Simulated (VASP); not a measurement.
Zr2O, 6 atoms in the cell. Symmetry: P-42m, No. 111, tetragonal system. The conventional cell has a = 4.846 Å, b = 4.846 Å, c = 4.846 Å, α = 90.00°, β = 90.00°, γ = 90.00°. Within 2.8 Å of Zr (site symmetry m) lie 2 O at 2.10 Å. Within 2.8 Å of O (site symmetry -42m) lie 4 Zr at 2.10 Å. Within 2.8 Å of O (site symmetry -42m) lie 4 Zr at 2.10 Å.  This cell differs from its parent crystal: atoms displaced along a vibrational mode.

| Property | Result |
| --- | --- |
| Program | VASP 6.6.1 |
| Task | single point |
| Functional | r2SCAN |
| Potentials or basis | VASP PAW PBE potentials, release 64 (Zr_sv, O) |
| Cutoff | 520 eV |
| k mesh | 10 × 10 × 10 |
| Occupations | gaussian, width 0.15 eV |
| Spin | no spin polarisation |
| Dipole correction | no |
| Further INCAR settings | ALGO = Normal; EDIFF = 1e-06; NBANDS = 39 |

Potentials or basis: VASP PAW PBE potentials, release 64 (Zr_sv, O).

Run with:

```bash
$ cat potpaw_PBE.64/Zr_sv/POTCAR potpaw_PBE.64/O/POTCAR > POTCAR
$ cp INCAR.step1 INCAR
$ mpirun -np 1 vasp_std > vasp.out
$ cp INCAR.step2 INCAR
$ mpirun -np 1 vasp_std > vasp.out
```

Hardware: 1 thread of Oxide Virtual Turin-like Processor, on a shared host.

Estimate the wall time of this run.

Run time: 39 min on 1 thread of Oxide Virtual Turin-like Processor, on a shared host, peak memory 0.48 GiB. Counts: k points 126.
